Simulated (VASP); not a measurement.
The system is BiTe.

```
Bi Te
1.0
     0.00000    3.21329    3.21329
     3.21329    0.00000    3.21329
     3.21329    3.21329    0.00000
Bi Te
1 1
Cartesian
  0.0000 0.0000 0.0000
  3.2133 3.2133 3.2133
```

This cell differs from its parent crystal: volume scaled by 0.98.

Base run:

| Property | Result |
| --- | --- |
| Program | VASP 6.6.1 |
| Functional | PBEsol |
| Potentials or basis | VASP PAW PBE potentials, release 64 (Bi_d, Te) |
| Cutoff | 520 eV |
| k mesh | 7 × 7 × 7 |
| Occupations | fermi-dirac, width 0.05 eV |
| Spin | no spin polarisation |

Its results: pressure -0.6 GPa.

Question: The run is repeated on the same cell with these changes: functional from PBEsol to r2SCAN. What comes out?

Answer: Pressure 1.2 GPa.

Caveats: the PAW data sets were made with another functional, which shifts forces and pressure a little.
